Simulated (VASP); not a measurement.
# Pt (Fm-3m) in VASP: notebook

The runs below take Pt through single point, with LDA.

Program: VASP 6.6.1. These are calculated values, not measurements. Logs are shortened: lines on timing, memory, paths and dates and some standing lists are left out, and cuts for length are marked.

### 1 The cell of the first run

The structure is cubic, space group Fm-3m (No. 225). The conventional cell has a = 3.943 Å, b = 3.943 Å, c = 3.943 Å, α = 90.00°, β = 90.00°, γ = 90.00°. Pt (site symmetry m-3m) has 12 Pt at 2.79 Å within 3.7 Å.

### 2 Single point, LDA

INCAR

```
PREC = Accurate
ENCUT = 520
EDIFF = 1E-7
ISMEAR = 0
SIGMA = 0.1
LREAL = F
LASPH = T
NELM = 100
ALGO = Normal
ISIF = 2
LWAVE = F
LCHARG = T
GGA = CA
LELF = T
LVHAR = T
NBANDS = 11
```

KPOINTS

```
Automatic mesh
0
Gamma
  8 8 8
```

POSCAR

```
Pt
1.0
    0.0000000000      1.9715751800      1.9715751800
    1.9715751800      0.0000000000      1.9715751800
    1.9715751800      1.9715751800      0.0000000000
Pt
1
Direct
    0.0000000000      0.0000000000      0.0000000000
```

Potentials or basis: VASP PAW LDA potentials, release 64 (Pt).

The run is started by

```console
$ cat potpaw_LDA.64/Pt/POTCAR > POTCAR
$ mpirun -np 1 vasp_std > vasp.out
```

OUTCAR:

```text
PREC = Accurate
   ENCUT = 520
   EDIFF = 1E-7
   ISMEAR = 0
   LREAL = F
   LASPH = T
   NELM = 100
   ISIF = 2
   GGA = CA

 ion  position               nearest neighbor table
   1  0.000  0.000  0.000-

  LATTYP: Found a face centered cubic cell.
 ALAT       =     3.9431503600

  Lattice vectors:

 A1 = (   0.0000000000,   1.9715751800,   1.9715751800)
 A2 = (   1.9715751800,   0.0000000000,   1.9715751800)
 A3 = (   1.9715751800,   1.9715751800,   0.0000000000)

Analysis of symmetry for initial positions (statically):
=====================================================================
 Subroutine PRICEL returns:
 Original cell was already a primitive cell.

 Routine SETGRP: Setting up the symmetry group for a
 face centered cubic supercell.

 Subroutine GETGRP returns: Found 48 space group operations
 (whereof 48 operations were pure point group operations)
 out of a pool of 48 trial point group operations.

The static configuration has the point symmetry O_h .

Analysis of symmetry for dynamics (positions and initial velocities):
=====================================================================
 Subroutine PRICEL returns:
 Original cell was already a primitive cell.

 Routine SETGRP: Setting up the symmetry group for a
 face centered cubic supercell.

 Subroutine GETGRP returns: Found 48 space group operations
 (whereof 48 operations were pure point group operations)
 out of a pool of 48 trial point group operations.

The dynamic configuration has the point symmetry O_h .

 Subroutine INISYM returns: Found 48 space group operations
 (whereof 48 operations are pure point group operations),
 and found     1 'primitive' translations

----------------------------------------------------------------------------------------

                                     Primitive cell

  volume of cell :      15.3275

  direct lattice vectors                    reciprocal lattice vectors
     0.000000000  1.971575180  1.971575180    -0.253604329  0.253604329  0.253604329
     1.971575180  0.000000000  1.971575180     0.253604329 -0.253604329  0.253604329
     1.971575180  1.971575180  0.000000000     0.253604329  0.253604329 -0.253604329

  length of vectors
     2.788228359  2.788228359  2.788228359     0.439255582  0.439255582  0.439255582

  position of ions in fractional coordinates (direct lattice)
     0.000000000  0.000000000  0.000000000

  ion indices of the primitive-cell ions
   primitive index   ion index
                 1           1

----------------------------------------------------------------------------------------

 KPOINTS: Automatic mesh

Automatic generation of k-mesh.
 Grid dimensions read from file:
 generate k-points for:    8    8    8

 Generating k-lattice:

  Cartesian coordinates                     Fractional coordinates (reciprocal lattice)
    -0.031700541  0.031700541  0.031700541     0.125000000  0.000000000  0.000000000
     0.031700541 -0.031700541  0.031700541     0.000000000  0.125000000  0.000000000
     0.031700541  0.031700541 -0.031700541     0.000000000  0.000000000  0.125000000

  Length of vectors
     0.054906948  0.054906948  0.054906948

  Shift w.r.t. Gamma in fractional coordinates (k-lattice)
     0.000000000  0.000000000  0.000000000

 Subroutine IBZKPT returns following result:
 ===========================================

 Found     29 irreducible k-points:

 Following reciprocal coordinates:
            Coordinates               Weight
  0.000000  0.000000  0.000000      1.000000
  0.125000  0.000000  0.000000      8.000000
  0.250000  0.000000  0.000000      8.000000
  0.375000  0.000000  0.000000      8.000000
  0.500000  0.000000  0.000000      4.000000
  0.125000  0.125000  0.000000      6.000000
[... 16 lines left out ...]
  0.500000  0.250000  0.125000     48.000000
 -0.375000  0.250000  0.125000     24.000000
 [... further k-points ...]
   k-points           NKPTS =     29   k-points in BZ     NKDIM =     29   number of bands    NBANDS=     11
   number of dos      NEDOS =    301   number of ions     NIONS =      1
   total plane-waves  NPLWV =  13824
   dimension x,y,z NGX =    24 NGY =   24 NGZ =   24
   dimension x,y,z NGXF=    48 NGYF=   48 NGZF=   48
   ions per type =               1
   NGX,Y,Z   is equivalent  to a cutoff of  14.31, 14.31, 14.31 a.u.
   NGXF,Y,Z  is equivalent  to a cutoff of  28.62, 28.62, 28.62 a.u.
 SYSTEM =  unknown system
   PREC   = accura    normal or accurate (medium, high low for compatibility)
   ISTART =      0    job   : 0-new  1-cont  2-samecut
   ICHARG =      2    charge: 1-file 2-atom 10-const
   ISPIN  =      1    spin polarized calculation?
   LNONCOLLINEAR =      F non collinear calculations
   LSORBIT =      F    spin-orbit coupling
   LASPH  =      T    aspherical Exc in radial PAW
   ENCUT  =  520.0 eV  38.22 Ry    6.18 a.u.   5.18  5.18  5.18*2*pi/ulx,y,z
   NELM   =    100;   NELMIN=  2; NELMDL= -5     # of ELM steps
   EDIFF  = 0.1E-06   stopping-criterion for ELM
   LREAL  =      F    real-space projection
   EDIFFG = 0.1E-05   stopping-criterion for IOM
   NSW    =      0    number of steps for IOM
   IBRION =     -1    ionic relax: 0-MD 1-quasi-New 2-CG
   NFREE  =      0    steps in history (QN), initial steepest desc. (CG)
   ISIF   =      2    stress and relaxation
   ISYM   =      2    0-nonsym 1-usesym 2-fastsym
   POTIM  = 0.5000    time-step for ionic-motion
   TEBEG  =    0.0;   TEEND  =   0.0 temperature during run
   PSTRESS=    0.0 pullay stress
   NELECT =      10.0000    total number of electrons
   NUPDOWN=      -1.0000    fix difference up-down
   EMIN   =  10.00;   EMAX   =-10.00  energy-range for DOS
   EFERMI =   0.00;   METHOD = LEGACY
   ISMEAR =     0;   SIGMA  =   0.10  broadening in eV -4-tet -1-fermi 0-gaus
   EFERMI_NEDOS =   21; number of points for ismear=-14 and -15
   IALGO  =     38    algorithm
   IMIX   =      4    mixing-type and parameters
     AMIX     =   0.40;   BMIX     =  1.00
     AMIX_MAG =   1.60;   BMIX_MAG =  1.00
  volume/ion in A,a.u.               =      15.33       103.43
  Fermi-wavevector in a.u.,A,eV,Ry     =   1.419880  2.683183 27.430132  2.016058
  Thomas-Fermi vector in A             =   2.540854
   LORBIT       =      0    0 simple, 1 ext, 2 COOP (PROOUT), +10 PAW based schemes
   GGA     = CA    functional components
   LHFCALC =     F    Hartree Fock is set to
   AEXX    =    0.0000 exact exchange contribution
   IVDW    =     0    specifies the selected vdW correction
   LEPSILON=     F    determine dielectric tensor
   LRPA    =     F    only Hartree local field effects (RPA)
 non-spin polarized calculation
 Gauss-broadening in eV      SIGMA  =   0.10
  energy-cutoff  :      520.00
  volume of cell :       15.33
 maximum number of plane-waves:       428
 NGX is ok and might be reduce to    24
   NGX = 11   NGY = 11   NGZ = 11

 number of electron      10.0000001 magnetization

 Free energy of the ion-electron system (eV)
  ---------------------------------------------------
  ext. energy  EPLUGINS =         0.00000000
  ---------------------------------------------------
  free energy    TOTEN  =        -7.47925639 eV

  energy without entropy =       -7.46999498  energy(sigma->0) =       -7.47462569

 E-fermi :  10.7562     XC(G=0): -13.5990

 val. band max:       10.6108791895   @ k =  -0.3750   0.3750   0.0000
 cond. band min:      10.7630012069   @ k =  -0.2500   0.1250   0.0000
 fundamental gap:      0.1521220173
 Fermi energy:        10.7562458037

 k-point     1 :       0.0000    0.0000    0.0000
  band No.  band energies     occupation
      1       0.7620      2.00000
      2       7.0770      2.00000
      3       7.0770      2.00000
      4       7.0770      2.00000
      5       9.2058      2.00000
      6       9.2058      2.00000
      7      25.5007      0.00000
      8      30.3259      0.00000
      9      30.3259      0.00000
     10      30.3259      0.00000
     11      35.7287      0.00000

 k-point     2 :       0.1250    0.0000    0.0000
  band No.  band energies     occupation
      1       1.3638      2.00000
      2       6.8434      2.00000
      3       7.2921      2.00000
      4       7.2921      2.00000
      5       9.1079      2.00000
      6       9.1079      2.00000
      7      26.3684      0.00000
      8      27.8965      0.00000
      9      31.2428      0.00000
     10      31.2428      0.00000
     11      36.8369      0.00000

 k-point     3 :       0.2500    0.0000    0.0000
  band No.  band energies     occupation
      1       2.7801      2.00000
      2       6.7482      2.00000
      3       7.4496      2.00000
      4       7.4496      2.00000
      5       9.3751      2.00000
      6       9.3751      2.00000
      7      24.0219      0.00000
      8      27.1728      0.00000
      9      33.2390      0.00000
     10      33.2390      0.00000
     11      34.1683      0.00000

 k-point     4 :       0.3750    0.0000    0.0000
  band No.  band energies     occupation
      1       3.5708      2.00000
      2       7.1823      2.00000
      3       7.1823      2.00000
      4       8.3922      2.00000
      5      10.3068      2.00000
      6      10.3068      2.00000
      7      19.4642      0.00000
      8      25.7379      0.00000
      9      30.9930      0.00000
     10      30.9930      0.00000
     11      37.0770      0.00000
[... 239 lines left out ...]
 k-point    22 :       0.3750    0.2500    0.1250
  band No.  band energies     occupation
      1       4.0467      2.00000
      2       5.7971      2.00000
      3       7.0811      2.00000
      4       8.7021      2.00000
      5       8.8065      2.00000
      6      10.8123      0.42827
      7      24.2034      0.00000
      8      26.3894      0.00000
      9      28.6778      0.00000
     10      30.9594      0.00000
     11      34.7651      0.00000

 k-point    23 :       0.5000    0.2500    0.1250
  band No.  band energies     occupation
      1       4.8562      2.00000
      2       6.3033      2.00000
      3       6.5685      2.00000
      4       8.4309      2.00000
      5      10.0677      2.00000
      6      12.6900      0.00000
      7      19.9585      0.00000
      8      25.0516      0.00000
      9      26.9571      0.00000
     10      31.1230      0.00000
     11      34.9527      0.00000

 k-point    24 :      -0.3750    0.2500    0.1250
  band No.  band energies     occupation
      1       4.8773      2.00000
      2       6.1012      2.00000
      3       7.4324      2.00000
      4       8.1735      2.00000
      5      10.5996      1.97329
      6      15.1968      0.00000
      7      16.1998      0.00000
      8      25.3598      0.00000
      9      25.8210      0.00000
     10      29.8411      0.00000
     11      36.8214      0.00000

 [... further k-points ...]
[... 5 lines left out ...]
  --------------------------------------------------------------------------------------
  -------------------------------------------------------------------------------------
  Total       -1.0049417     -1.0049417     -1.0049417      0.0000000     -0.0000000      0.0000000
  in kB     -105.0464660   -105.0464660   -105.0464660      0.0000000     -0.0000000      0.0000000
  external PRESSURE =    -105.0464660 kB  Pullay stress =       0.0000000 kB

 VOLUME and BASIS-vectors are now :
 -----------------------------------------------------------------------------
  energy-cutoff  :      520.00
  volume of cell :       15.33
      direct lattice vectors                 reciprocal lattice vectors
     0.000000000  1.971575180  1.971575180    -0.253604329  0.253604329  0.253604329
     1.971575180  0.000000000  1.971575180     0.253604329 -0.253604329  0.253604329
     1.971575180  1.971575180  0.000000000     0.253604329  0.253604329 -0.253604329

 POSITION                                       TOTAL-FORCE (eV/Angst)
 -----------------------------------------------------------------------------------
      0.00000      0.00000      0.00000         0.000000      0.000000      0.000000
 -----------------------------------------------------------------------------------
    total drift:                               -0.000000      0.000000     -0.000000

  FREE ENERGIE OF THE ION-ELECTRON SYSTEM (eV)
  ---------------------------------------------------
  free  energy   TOTEN  =        -7.4792563941 eV

  energy  without entropy=       -7.4699949809  energy(sigma->0) =       -7.47462569
```

Run time: 5.9 s. Hardware: 1 thread of Intel Xeon Platinum 8259CL at 2.50GHz (Skylake/Cascade Lake), shared host; peak memory 0.13 GiB.

Results:

* Free energy: -7.4793 eV
* Pressure: -10.5 GPa
* Band gap on the k mesh: zero (band 5 reaches 11.26 eV, above the bottom of band 6 at 9.11 eV)

Levels at points of the mesh, in eV from the Fermi level:
```
           k point  band 2  band 3  band 4  band 5  band 6  band 7  band 8  band 9
(0.00, 0.00, 0.00)   -3.68   -3.68   -3.68   -1.55   -1.55   14.74   19.57   19.57
(0.50, 0.00, 0.00)   -3.73   -3.73   -0.35    0.07    0.07    5.75   14.31   18.85
(0.50, 0.50, 0.00)   -6.44    0.05    0.50    0.50    1.86    8.74   11.35   11.35
```

Caveat: spin-orbit coupling is left out, which moves the levels of the heavy elements.

### 3 Single point, LDA

This run uses another cell than the first one, of 14.73 Å³/atom, 0.961 times its volume.

INCAR

```
SYSTEM = Pt
ALGO     = Fast           ! electronic algorithm
EDIFF    = 1E-6           ! SCF threshold, eV
ENCUT    = 520            ! plane-wave cutoff, eV
GGA      = CA             ! functional
ISIF     = 2              ! what is computed and relaxed
ISMEAR   = 0              ! smearing method
LASPH    = .True.         ! aspherical terms in the spheres
LCHARG   = .False.        ! write CHGCAR
LREAL    = .False.        ! projectors in reciprocal space
LWAVE    = .False.        ! write WAVECAR
NBANDS   = 11             ! bands
NELM     = 80             ! most SCF steps
PREC     = Accurate       ! precision mode
SIGMA    = 0.1            ! smearing width, eV
```

KPOINTS

```
k-points
0
Gamma
  8 8 8
  0 0 0
```

POSCAR

```
Pt
1.0
    0.0000000000      1.9456504822      1.9456504822
    1.9456504822      0.0000000000      1.9456504822
    1.9456504822      1.9456504822      0.0000000000
Pt
1
Direct
    0.0000000000      0.0000000000      0.0000000000
```

Potentials or basis: VASP PAW LDA potentials, release 64 (Pt).

The run is started by

```console
$ cat potpaw_LDA.64/Pt/POTCAR > POTCAR
$ mpirun -np 1 vasp_std > vasp.out
```

OUTCAR:

```text
SYSTEM = Pt
   EDIFF = 1E-6
   ENCUT = 520
   GGA = CA
   ISIF = 2
   ISMEAR = 0
   LASPH = .True.
   LREAL = .False.
   NELM = 80
   PREC = Accurate

 ion  position               nearest neighbor table
   1  0.000  0.000  0.000-

  LATTYP: Found a face centered cubic cell.
 ALAT       =     3.8913009644

  Lattice vectors:

 A1 = (   0.0000000000,   1.9456504822,   1.9456504822)
 A2 = (   1.9456504822,   0.0000000000,   1.9456504822)
 A3 = (   1.9456504822,   1.9456504822,   0.0000000000)
[... 506 lines left out ...]
      2       6.5558      2.00000
      3       7.9795      2.00000
      4       8.7679      2.00000
      5      11.3688      1.98385
      6      16.0857      0.00000
      7      17.2292      0.00000
      8      26.5254      0.00000
      9      26.8243      0.00000
     10      30.8459      0.00000
     11      38.0365      0.00000

 [... further k-points ...]
[... 5 lines left out ...]
  --------------------------------------------------------------------------------------
  -------------------------------------------------------------------------------------
  Total        0.0795883      0.0795883      0.0795883      0.0000000      0.0000000      0.0000000
  in kB        8.6563563      8.6563563      8.6563563      0.0000000      0.0000000      0.0000000
  external PRESSURE =       8.6563563 kB  Pullay stress =       0.0000000 kB

 VOLUME and BASIS-vectors are now :
 -----------------------------------------------------------------------------
  energy-cutoff  :      520.00
  volume of cell :       14.73
      direct lattice vectors                 reciprocal lattice vectors
     0.000000000  1.945650482  1.945650482    -0.256983464  0.256983464  0.256983464
     1.945650482  0.000000000  1.945650482     0.256983464 -0.256983464  0.256983464
     1.945650482  1.945650482  0.000000000     0.256983464  0.256983464 -0.256983464

 POSITION                                       TOTAL-FORCE (eV/Angst)
 -----------------------------------------------------------------------------------
      0.00000      0.00000      0.00000        -0.000000      0.000000      0.000000
 -----------------------------------------------------------------------------------
    total drift:                               -0.000000      0.000000      0.000000

  FREE ENERGIE OF THE ION-ELECTRON SYSTEM (eV)
  ---------------------------------------------------
  free  energy   TOTEN  =        -7.4978436845 eV

  energy  without entropy=       -7.4892246101  energy(sigma->0) =       -7.49353415
```

stdout:

```text
POSCAR found type information on POSCAR Pt
 POSCAR found :  1 types and       1 ions
 scaLAPACK will be used
 LDA part: xc-table for (Slater(with rela. corr.)+CA(PZ))
 , standard interpolation
 POSCAR, INCAR and KPOINTS ok, starting setup
 FFT: planning ... GRIDC
 FFT: planning ... GRID_SOFT
 FFT: planning ... GRID
 WAVECAR not read
 entering main loop
```

Wall time 5.6 s (1 thread of Intel Xeon Platinum 8259CL at 2.50GHz (Skylake/Cascade Lake), shared host); peak memory 0.12 GiB.

Results:

```yaml
Free_energy: -7.4978 eV
Pressure: 0.9 GPa
Band_gap_on_the_k_mesh: zero (band 5 reaches 12.09 eV, above the bottom of band 6 at 9.77 eV)
```

Caveat: spin-orbit coupling is left out, which moves the levels of the heavy elements.
